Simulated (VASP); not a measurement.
# Al in VASP: a series of runs

The runs below take Al through single point, relaxation of the atoms, with PBE.

Everything below comes from runs of VASP 6.6.1. Logs are shortened: lines on timing, memory, paths and dates and some standing lists are left out, and cuts for length are marked.

### Step 1. The cell of the first run

The cell holds a slab with vacuum, 13 atoms: a = 5.714 Å, b = 5.714 Å, c = 20.102 Å, α = 90.00°, β = 90.00°, γ = 120.00°.

### Step 2. Single point, PBE

Input file INCAR:

```
SYSTEM = Al
ALGO     = Normal         ! electronic algorithm
DIPOL    = 0.5 0.5 0.331
EDIFF    = 1E-6           ! SCF threshold, eV
ENCUT    = 520            ! plane-wave cutoff, eV
GGA      = PE             ! functional
IDIPOL   = 3            
ISIF     = 2              ! what is computed and relaxed
ISMEAR   = 0              ! smearing method
LASPH    = .TRUE.         ! aspherical terms in the spheres
LCHARG   = .FALSE.        ! write CHGCAR
LDIPOL   = .TRUE.       
LREAL    = .FALSE.        ! projectors in reciprocal space
LWAVE    = .FALSE.        ! write WAVECAR
NBANDS   = 32             ! bands
NELM     = 100            ! most SCF steps
PREC     = Accurate       ! precision mode
SIGMA    = 0.1            ! smearing width, eV
```

Input file KPOINTS:

```
k-points
0
G
  6 6 1
  0 0 0
```

Input file POSCAR:

```
Al
1.0
    5.7143028096      0.0000000000      0.0000000000
   -2.8571514048      4.9487313980      0.0000000000
    0.0000000000      0.0000000000     20.1016424764
Al
13
Direct
    0.3333333333      0.1666666667      0.1989887147
    0.3333333333      0.6666666667      0.1989887147
    0.8333333333      0.1666666667      0.1989887147
    0.8333333333      0.6666666667      0.1989887147
    0.1666666667      0.3333333333      0.3134533099
    0.1666666667      0.8333333333      0.3134533099
    0.6666666667      0.3333333333      0.3134533099
    0.6666666667      0.8333333333      0.3134533099
    0.0000000000      0.0000000000      0.4279074452
    0.0000000000      0.5000000000      0.4279074452
    0.5000000000      0.0000000000      0.4279074452
    0.5000000000      0.5000000000      0.4279074452
    0.0000000000      0.1666666667      0.5447849036
```

Potentials or basis: VASP PAW PBE potentials, release 64 (Al).

Launch:

```sh
$ cat potpaw_PBE.64/Al/POTCAR > POTCAR
$ mpirun -np 1 vasp_std > vasp.out
```

OUTCAR:

```text
SYSTEM = Al
   EDIFF = 1E-6
   ENCUT = 520
   GGA = PE
   ISIF = 2
   ISMEAR = 0
   LASPH = .TRUE.
   LREAL = .FALSE.
   NELM = 100
   PREC = Accurate

 ion  position               nearest neighbor table
   1  0.333  0.167  0.199-   5 2.83   6 2.83   7 2.83   4 2.86   2 2.86   2 2.86   4 2.86   3 2.86
                             3 2.86
   2  0.333  0.667  0.199-   6 2.83   5 2.83   8 2.83   3 2.86   1 2.86   1 2.86   3 2.86   4 2.86
                             4 2.86
   3  0.833  0.167  0.199-   7 2.83   8 2.83   5 2.83   4 2.86   2 2.86   4 2.86   2 2.86   1 2.86
                             1 2.86
   4  0.833  0.667  0.199-   8 2.83   7 2.83   6 2.83   3 2.86   1 2.86   3 2.86   1 2.86   2 2.86
                             2 2.86
   5  0.167  0.333  0.313-   9 2.83  12 2.83  10 2.83   1 2.83   2 2.83   3 2.83   8 2.86   6 2.86
                             6 2.86   8 2.86   7 2.86   7 2.86
   6  0.167  0.833  0.313-  10 2.83  11 2.83   9 2.83   2 2.83   1 2.83   4 2.83   7 2.86   5 2.86
                             5 2.86   7 2.86   8 2.86   8 2.86
   7  0.667  0.333  0.313-  11 2.83  10 2.83  12 2.83   3 2.83   4 2.83   1 2.83   8 2.86   6 2.86
                             8 2.86   6 2.86   5 2.86   5 2.86
   8  0.667  0.833  0.313-  12 2.83   9 2.83  11 2.83   4 2.83   3 2.83   2 2.83   7 2.86   5 2.86
                             7 2.86   5 2.86   6 2.86   6 2.86
   9  0.000  0.000  0.428-  13 2.54   5 2.83   8 2.83   6 2.83  12 2.86  10 2.86  10 2.86  12 2.86
                            11 2.86  11 2.86
  10  0.000  0.500  0.428-   6 2.83   7 2.83   5 2.83   9 2.86  11 2.86   9 2.86  11 2.86  12 2.86
                            12 2.86  13 3.02
  11  0.500  0.000  0.428-   7 2.83   6 2.83   8 2.83  10 2.86  12 2.86  12 2.86  10 2.86   9 2.86
                             9 2.86
  12  0.500  0.500  0.428-   8 2.83   5 2.83   7 2.83   9 2.86  11 2.86  11 2.86   9 2.86  10 2.86
                            10 2.86
  13  0.000  0.167  0.545-   9 2.54  10 3.02

  LATTYP: Found a hexagonal cell.
 ALAT       =     5.7143028096
 C/A-ratio  =     3.5177769093

  Lattice vectors:

 A1 = (   5.7143028096,   0.0000000000,   0.0000000000)
 A2 = (  -2.8571514048,   4.9487313980,   0.0000000000)
 A3 = (   0.0000000000,   0.0000000000,  20.1016424764)

Analysis of symmetry for initial positions (statically):
=====================================================================
 Subroutine PRICEL returns:
 Original cell was already a primitive cell.

 Routine SETGRP: Setting up the symmetry group for a
 hexagonal supercell.

 Subroutine GETGRP returns: Found  1 space group operations
 (whereof  1 operations were pure point group operations)
 out of a pool of 24 trial point group operations.

The static configuration has the point symmetry C_1 .

Analysis of symmetry for dynamics (positions and initial velocities):
=====================================================================
 Subroutine PRICEL returns:
[... 155 lines left out ...]
   LEPSILON=     F    determine dielectric tensor
   LRPA    =     F    only Hartree local field effects (RPA)
 non-spin polarized calculation
 Gauss-broadening in eV      SIGMA  =   0.10
  energy-cutoff  :      520.00
  volume of cell :      568.45
 maximum number of plane-waves:     15351
   NGX = 21   NGY = 21   NGZ = 75

 dipolmoment           0.000000      0.000000     -0.016758 electrons x Angstroem

 number of electron      39.0000001 magnetization

 dipolmoment           0.000000      0.000000      0.027453 electrons x Angstroem

 Free energy of the ion-electron system (eV)
  ---------------------------------------------------
  ext. energy  EPLUGINS =         0.00000000
  ---------------------------------------------------
  free energy    TOTEN  =       -44.81013504 eV

  energy without entropy =      -44.79452789  energy(sigma->0) =      -44.80233147

 E-fermi :   0.5072     XC(G=0):  -4.9341

 val. band max:        0.4143105791   @ k =  -0.1667   0.3333   0.0000
 cond. band min:       0.5232845807   @ k =  -0.3333   0.1667   0.0000
 fundamental gap:      0.1089740015
 Fermi energy:         0.5072018484

 k-point     1 :       0.0000    0.0000    0.0000
  band No.  band energies     occupation
      1     -10.0386      2.00000
      2      -8.4009      2.00000
      3      -5.9921      2.00000
      4      -4.2658      2.00000
      5      -4.1588      2.00000
      6      -4.1528      2.00000
[... 669 lines left out ...]
     30       3.5422      0.00000
     31       3.7731      0.00000
 [bands above 31 left out]

------------------------ aborting loop because EDIFF is reached ----------------------------------------

 vacuum level on the upper side and lower side of the slab       (xc-potential included)        -0.174        -0.274

  FORCE on cell =-STRESS in cart. coord.  units (eV):
  Direction    XX          YY          ZZ          XY          YZ          ZX
  --------------------------------------------------------------------------------------
  -------------------------------------------------------------------------------------
  Total       -2.9731829     -2.8373058      0.8479468     -0.1091983      1.2460458     -0.6425387
  in kB       -8.3799907     -7.9970177      2.3899592     -0.3077782      3.5120113     -1.8110114
  external PRESSURE =      -4.6623497 kB  Pullay stress =       0.0000000 kB

 VOLUME and BASIS-vectors are now :
 -----------------------------------------------------------------------------
  energy-cutoff  :      520.00
  volume of cell :      568.45
      direct lattice vectors                 reciprocal lattice vectors
     5.714302810  0.000000000  0.000000000     0.174999476  0.101035995  0.000000000
    -2.857151405  4.948731398  0.000000000     0.000000000  0.202071990  0.000000000
     0.000000000  0.000000000 20.101642476     0.000000000  0.000000000  0.049747179

 POSITION                                       TOTAL-FORCE (eV/Angst)
 -----------------------------------------------------------------------------------
      1.42858      0.82479      4.00000        -0.024130      0.005491     -0.067489
     -0.00000      3.29915      4.00000         0.006846     -0.019595     -0.027455
      4.28573      0.82479      4.00000         0.048634      0.006035     -0.089319
      2.85715      3.29915      4.00000        -0.001285      0.005076     -0.092094
      0.00000      1.64958      6.30093         0.004156     -0.021689     -0.029177
     -1.42858      4.12394      6.30093        -0.018987      0.016348      0.105012
      2.85715      1.64958      6.30093        -0.007905     -0.051306      0.060382
      1.42858      4.12394      6.30093        -0.012888      0.008659      0.032693
      0.00000      0.00000      8.60164         0.189464     -0.396372     -0.700434
     -1.42858      2.47437      8.60164         0.010773     -0.058169      0.306780
      2.85715      0.00000      8.60164         0.134107      0.060296      0.244482
      1.42858      2.47437      8.60164        -0.079391     -0.032394      0.266870
     -0.47619      0.82479     10.95107        -0.249395      0.477621     -0.010250
 -----------------------------------------------------------------------------------
    total drift:                               -0.000006      0.000010     -0.000013

  FREE ENERGIE OF THE ION-ELECTRON SYSTEM (eV)
  ---------------------------------------------------
  free  energy   TOTEN  =       -44.8101350437 eV

  energy  without entropy=      -44.7945278908  energy(sigma->0) =      -44.80233147

 vacuum level on the upper side and lower side of the slab         4.443         4.329
```

Wall time 7.6 min (1 thread of Intel Xeon 6975P-C (Granite Rapids), shared host); peak memory 0.67 GiB.

Results:

```
Free energy            : -44.8101 eV
Largest force          : 0.827 eV/Å
Band gap on the k mesh : zero (an odd number of electrons rules out a gap without spin polarisation)
```

Forces on the atoms (eV/Å):
```
Al  -0.024  0.005 -0.067
Al   0.007 -0.020 -0.027
Al   0.049  0.006 -0.089
Al  -0.001  0.005 -0.092
Al   0.004 -0.022 -0.029
Al  -0.019  0.016  0.105
Al  -0.008 -0.051  0.060
Al  -0.013  0.009  0.033
Al   0.189 -0.396 -0.700
Al   0.011 -0.058  0.307
Al   0.134  0.060  0.244
Al  -0.079 -0.032  0.267
Al  -0.249  0.478 -0.010
```

### Step 3. Single point, PBE

Input file INCAR:

```
SYSTEM = Al
PREC = Accurate ; ENCUT = 520
EDIFF = 1E-7 ; ISMEAR = 0
SIGMA = 0.1 ; LREAL = .FALSE.
LASPH = .TRUE. ; NELM = 80
ALGO = Normal ; ISIF = 2
LWAVE = .FALSE. ; LCHARG = .FALSE.
LDIPOL = .TRUE. ; IDIPOL = 3
DIPOL = 0.5 0.5 0.331 ; GGA = PE
NBANDS = 32
```

Input file KPOINTS:

```
regular mesh
0
G
  6 6 1
  0 0 0
```

Edit POSCAR of step 2 so:

```diff
@@ -20,2 +20,2 @@
     0.5000000000      0.5000000000      0.4279074452
-    0.0000000000      0.1666666667      0.5447849036
+    0.0833333333      0.3333333333      0.5392502726
```

Potentials or basis: VASP PAW PBE potentials, release 64 (Al).

Launch:

```sh
$ cat potpaw_PBE.64/Al/POTCAR > POTCAR
$ mpirun -np 1 vasp_std > vasp.out
```

OUTCAR:

```text
SYSTEM = Al
   PREC = Accurate
   ENCUT = 520
   EDIFF = 1E-7
   ISMEAR = 0
   LREAL = .FALSE.
   LASPH = .TRUE.
   NELM = 80
   ISIF = 2
   GGA = PE

 ion  position               nearest neighbor table
   1  0.333  0.167  0.199-   5 2.83   6 2.83   7 2.83   4 2.86   2 2.86   2 2.86   4 2.86   3 2.86
                             3 2.86
   2  0.333  0.667  0.199-   6 2.83   5 2.83   8 2.83   3 2.86   1 2.86   1 2.86   3 2.86   4 2.86
                             4 2.86
   3  0.833  0.167  0.199-   7 2.83   8 2.83   5 2.83   4 2.86   2 2.86   4 2.86   2 2.86   1 2.86
                             1 2.86
   4  0.833  0.667  0.199-   8 2.83   7 2.83   6 2.83   3 2.86   1 2.86   3 2.86   1 2.86   2 2.86
                             2 2.86
   5  0.167  0.333  0.313-   9 2.83  12 2.83  10 2.83   1 2.83   2 2.83   3 2.83   8 2.86   6 2.86
                             6 2.86   8 2.86   7 2.86   7 2.86
   6  0.167  0.833  0.313-  10 2.83  11 2.83   9 2.83   2 2.83   1 2.83   4 2.83   7 2.86   5 2.86
                             5 2.86   7 2.86   8 2.86   8 2.86
   7  0.667  0.333  0.313-  11 2.83  10 2.83  12 2.83   3 2.83   4 2.83   1 2.83   8 2.86   6 2.86
                             8 2.86   6 2.86   5 2.86   5 2.86
[... 912 lines left out ...]
  -------------------------------------------------------------------------------------
  Total       -2.7712417     -2.6726403      1.0484336     -0.1857201     -0.5287957      0.9371348
  in kB       -7.8108142     -7.5329037      2.9550364     -0.5234566     -1.4904240      2.6413378
  external PRESSURE =      -4.1295605 kB  Pullay stress =       0.0000000 kB

 VOLUME and BASIS-vectors are now :
 -----------------------------------------------------------------------------
  energy-cutoff  :      520.00
  volume of cell :      568.45
      direct lattice vectors                 reciprocal lattice vectors
     5.714302810  0.000000000  0.000000000     0.174999476  0.101035995  0.000000000
    -2.857151405  4.948731398  0.000000000     0.000000000  0.202071990  0.000000000
     0.000000000  0.000000000 20.101642476     0.000000000  0.000000000  0.049747179

 POSITION                                       TOTAL-FORCE (eV/Angst)
 -----------------------------------------------------------------------------------
      1.42858      0.82479      4.00000        -0.032301      0.020503     -0.048673
     -0.00000      3.29915      4.00000        -0.004851     -0.044996     -0.068438
      4.28573      0.82479      4.00000         0.048770      0.035998     -0.084482
      2.85715      3.29915      4.00000         0.002510     -0.000289     -0.109157
      0.00000      1.64958      6.30093        -0.016109      0.007283     -0.050568
     -1.42858      4.12394      6.30093         0.011194     -0.002286      0.089276
      2.85715      1.64958      6.30093        -0.004244     -0.032432      0.059989
      1.42858      4.12394      6.30093        -0.059893      0.023824      0.062681
      0.00000      0.00000      8.60164         0.003865     -0.131350      0.163332
     -1.42858      2.47437      8.60164        -0.402504      0.312508     -0.466836
      2.85715      0.00000      8.60164         0.101707      0.032984      0.169138
      1.42858      2.47437      8.60164        -0.025057     -0.004822      0.283579
     -0.47619      1.64958     10.83982         0.376911     -0.216926      0.000158
 -----------------------------------------------------------------------------------
    total drift:                                0.000012     -0.000004     -0.000019

  FREE ENERGIE OF THE ION-ELECTRON SYSTEM (eV)
  ---------------------------------------------------
  free  energy   TOTEN  =       -44.9830147386 eV

  energy  without entropy=      -44.9661728271  energy(sigma->0) =      -44.97459378

 vacuum level on the upper side and lower side of the slab         4.535         4.350
```

OSZICAR:

```text
N       E                     dE             d eps       ncg     rms          rms(c)
DAV:   1     0.117495656898E+03    0.11750E+03   -0.11634E+04  1280   0.856E+02
DAV:   2    -0.393018004448E+02   -0.15680E+03   -0.15066E+03  1744   0.144E+02
DAV:   3    -0.472829665546E+02   -0.79812E+01   -0.77828E+01  1608   0.322E+01
[... 18 lines left out ...]
DAV:  22    -0.449830088440E+02   -0.66263E-05   -0.69723E-07  1544   0.219E-03    0.108E-03
DAV:  23    -0.449830135724E+02   -0.47284E-05   -0.86144E-07  1416   0.232E-03    0.431E-04
DAV:  24    -0.449830145339E+02   -0.96151E-06   -0.17079E-07  1464   0.121E-03    0.333E-04
DAV:  25    -0.449830146760E+02   -0.14211E-06   -0.26080E-08  1328   0.587E-04    0.141E-04
DAV:  26    -0.449830147386E+02   -0.62525E-07   -0.76928E-09  1064   0.372E-04
   1 F= -.44983015E+02 E0= -.44974594E+02  d E =-.168419E-01
```

stdout:

```text
POSCAR found type information on POSCAR Al
 POSCAR found :  1 types and      13 ions
 scaLAPACK will be used
 LDA part: xc-table for (Slater+PW92), standard interpolation
 POSCAR, INCAR and KPOINTS ok, starting setup
 FFT: planning ... GRIDC
 FFT: planning ... GRID_SOFT
 FFT: planning ... GRID
 WAVECAR not read
 entering main loop
```

Wall time 9.2 min (1 thread of Intel Xeon 6975P-C (Granite Rapids), shared host); peak memory 0.68 GiB.

What came out:

```
Free energy            : -44.9830 eV
Largest force          : 0.691 eV/Å
Band gap on the k mesh : zero (an odd number of electrons rules out a gap without spin polarisation)
```

Forces on the atoms (eV/Å):
```
Al  -0.032  0.021 -0.049
Al  -0.005 -0.045 -0.068
Al   0.049  0.036 -0.084
Al   0.003  0.000 -0.109
Al  -0.016  0.007 -0.051
Al   0.011 -0.002  0.089
Al  -0.004 -0.032  0.060
Al  -0.060  0.024  0.063
Al   0.004 -0.131  0.163
Al  -0.403  0.313 -0.467
Al   0.102  0.033  0.169
Al  -0.025 -0.005  0.284
Al   0.377 -0.217  0.000
```

### Step 4. Relaxation of the atoms, PBE

Input file INCAR:

```
PREC     = Accurate       # precision mode
ENCUT    = 450            # plane-wave cutoff, eV
EDIFF    = 1E-7           # SCF threshold, eV
ISMEAR   = 0              # smearing method
SIGMA    = 0.1            # smearing width, eV
LREAL    = F              # projectors in reciprocal space
LASPH    = T              # aspherical terms in the spheres
NELM     = 120            # most SCF steps
ALGO     = Normal         # electronic algorithm
ISIF     = 2              # what is computed and relaxed
LWAVE    = F              # write WAVECAR
LCHARG   = F              # write CHGCAR
LDIPOL   = T            
IDIPOL   = 3            
DIPOL    = 0.5 0.5 0.331
GGA      = PE             # functional
IBRION   = 2              # ionic algorithm
NSW      = 36             # ionic steps
EDIFFG   = -0.025         # ionic threshold
GGA_COMPAT= F            
NELMIN   = 4            
NELMDL   = -8           
KPAR     = 4
```

Input file KPOINTS:

```
Automatic mesh
0
Gamma
  6 6 1
```

Input file POSCAR:

```
Al
1.0
    5.7143028096      0.0000000000      0.0000000000
   -2.8571514048      4.9487313980      0.0000000000
    0.0000000000      0.0000000000     20.1016424764
Al
13
Selective dynamics
Direct
    0.3333333333      0.1666666667      0.1989887147  F F F
    0.3333333333      0.6666666667      0.1989887147  F F F
    0.8333333333      0.1666666667      0.1989887147  F F F
    0.8333333333      0.6666666667      0.1989887147  F F F
    0.1666666667      0.3333333333      0.3134533099  F F F
    0.1666666667      0.8333333333      0.3134533099  F F F
    0.6666666667      0.3333333333      0.3134533099  F F F
    0.6666666667      0.8333333333      0.3134533099  F F F
    0.0000000000      0.0000000000      0.4279074452  F F F
    0.0000000000      0.5000000000      0.4279074452  F F F
    0.5000000000      0.0000000000      0.4279074452  F F F
    0.5000000000      0.5000000000      0.4279074452  F F F
    0.2500000000      0.1666666667      0.5368253550  F F T
```

Launch:

```sh
$ cat potpaw_PBE.64/Al/POTCAR > POTCAR
$ mpirun -np 4 vasp_std > vasp.out
```

Run time: 3.6 min. Hardware: 4 MPI ranks of Intel Xeon Platinum 8375C at 2.90GHz (Ice Lake), shared host; peak memory 0.63 GiB.

It converged, with:

| Item | Value |
| --- | --- |
| Free energy | -44.9573 eV |
| Energy gained by relaxing | 0.7 meV/atom |
| Ionic steps | 3 |
| Band gap on the k mesh | zero (an odd number of electrons rules out a gap without spin polarisation) |

The path:
| step | energy change (eV) | largest force on free atoms (eV/Å) | pressure (GPa) |
| --- | --- | --- | --- |
| 1 | 0.0000 | 0.3061 | -0.35 |
| 2 | -0.0039 | 0.2244 | -0.37 |
| 3 | -0.0087 | 0.0143 | -0.43 |

Final structure:
```
CELL_PARAMETERS angstrom
5.71430 0.00000 0.00000
-2.85715 4.94873 0.00000
0.00000 0.00000 20.10164
ATOMIC_POSITIONS crystal
Al 0.33333 0.16667 0.19899
Al 0.33333 0.66667 0.19899
Al 0.83333 0.16667 0.19899
Al 0.83333 0.66667 0.19899
Al 0.16667 0.33333 0.31345
Al 0.16667 0.83333 0.31345
Al 0.66667 0.33333 0.31345
Al 0.66667 0.83333 0.31345
Al 0.00000 0.00000 0.42791
Al 0.00000 0.50000 0.42791
Al 0.50000 0.00000 0.42791
Al 0.50000 0.50000 0.42791
Al 0.25000 0.16667 0.53958
```

Levels at points of the mesh, in eV from the Fermi level:
```
           k point  band 17  band 18  band 19  band 20  band 21  band 22
(0.00, 0.00, 0.00)    -1.85    -0.84    -0.64    -0.55    -0.29    -0.20
(0.50, 0.00, 0.00)    -0.43    -0.25    -0.16     0.53     0.71     0.92
(0.00, 0.50, 0.00)    -0.43    -0.25    -0.17     0.47     0.77     0.94
(0.50, 0.50, 0.00)    -0.43    -0.25    -0.19     0.40     0.78     1.02
```

### Step 5. Summary

| task | cell | cutoff (eV) | gap on the mesh (eV) | largest force (eV/Å) |
| --- | --- | --- | --- | --- |
| single point | as given, atomic positions A | 520 | none | 0.83 |
| single point | as given, atomic positions B | 520 | none | 0.69 |
| relaxation of the atoms | atoms relaxed, atomic positions C | 450 | none | - |

Alike in all rows: level PBE; potentials or basis VASP PAW PBE potentials, release 64 (Al); no spin polarisation; k mesh 6 × 6 × 1; smearing gaussian 0.1 eV.

Total energies depend on the potentials used, so only differences within one code and one set of settings carry meaning.
